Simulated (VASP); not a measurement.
# C: single point with PBE

Crystal: C.

```
CELL_PARAMETERS angstrom
2.34410 0.00000 0.00000
-1.17205 2.03005 0.00000
0.00000 0.00000 12.89520
ATOMIC_POSITIONS crystal
C 0.00000 0.00000 0.18686
C 0.00000 0.00000 0.68686
C 0.00000 0.00000 0.31314
C 0.00000 0.00000 0.81314
C 0.33333 0.66667 0.52077
C 0.66667 0.33333 0.02077
C 0.33333 0.66667 0.97923
C 0.66667 0.33333 0.47923
C 0.33333 0.66667 0.64510
C 0.66667 0.33333 0.14510
C 0.33333 0.66667 0.85490
C 0.66667 0.33333 0.35490
```

| Quantity | Value |
| --- | --- |
| Program | VASP 6.6.1 |
| Task | single point |
| Functional | PBE |
| Potentials or basis | VASP PAW PBE potentials, release 64 (C) |
| Cutoff | 520 eV |
| k mesh | 12 × 12 × 2 |
| Occupations | gaussian, width 0.05 eV |
| Spin | no spin polarisation |

```
Pressure               : 65.9 GPa
Largest force          : 0.490 eV/Å
Band gap on the k mesh : 2.64 eV, direct
```

Forces in eV/Å, atoms in the order of the input:
```
C    0.000  0.000  0.475
C    0.000  0.000  0.475
C    0.000  0.000 -0.475
C    0.000  0.000 -0.475
C    0.000  0.000  0.490
C    0.000  0.000  0.490
C    0.000  0.000 -0.490
C    0.000  0.000 -0.490
C    0.000  0.000 -0.330
C    0.000  0.000 -0.330
C    0.000  0.000  0.330
C    0.000  0.000  0.330
```

Stress tensor (GPa, compression positive):
```
117.55   0.00   0.00
  0.00 117.55   0.00
  0.00   0.00 -37.30
```

Levels at points of the mesh, in eV from the valence-band top:
| k point | band 20 | band 21 | band 22 | band 23 | band 24 | band 25 | band 26 | band 27 | band 28 | band 29 |
| --- | --- | --- | --- | --- | --- | --- | --- | --- | --- | --- |
| (0.00, 0.00, 0.00) | -0.75 | -0.67 | -0.67 | 0.00 | 0.00 | 2.64 | 6.80 | 6.80 | 7.17 | 7.20 |
| (0.50, 0.00, 0.00) | -5.16 | -4.54 | -4.52 | -4.27 | -3.71 | 4.19 | 5.23 | 5.97 | 6.03 | 6.63 |
| (0.00, 0.00, 0.50) | -1.28 | -0.21 | -0.21 | -0.21 | -0.21 | 4.51 | 4.51 | 7.07 | 7.07 | 7.07 |
| (0.50, 0.00, 0.50) | -5.21 | -4.53 | -4.53 | -3.95 | -3.95 | 4.37 | 4.37 | 6.34 | 6.34 | 6.72 |

It took 41 s on 1 thread of Intel(R) Xeon(R) 6975P-C (Granite Rapids), on a shared host, peak memory 0.19 GiB.

A k mesh can miss the band edges.
